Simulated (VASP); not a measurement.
Runs of VASP 6.6.1 on BP (zinc blende). The structure is that of space group F-43m (No. 216), or close to it. The cells are those of the table. 

```csv
cell,gap on the mesh (eV),pressure (GPa)
"a = 3.238 Å, angles 60.0°, 2 atoms",1.17,-6.1
"a = 2.977 Å, angles 60.0°, 2 atoms",(a),53.7
"a = 3.026 Å, angles 60.0°, 2 atoms",0.86,38.0
"a = 3.163 Å, angles 60.0°, 2 atoms",1.07,(b)
"a = 2.926 Å, angles 60.0°, 2 atoms",0.64,73.1
```

Alike in all rows: task single point; level PBEsol; potentials or basis VASP PAW PBE potentials, release 64 (B, P); no spin polarisation; k mesh 10 × 10 × 10; cutoff (eV) 500; smearing gaussian 0.01 eV.

Question: Estimate the missing entries.

Answer: (a) 0.75; (b) 5.7.

Caveats: the PAW data sets were made with another functional, which shifts forces and pressure a little.

A k mesh can miss the band edges.
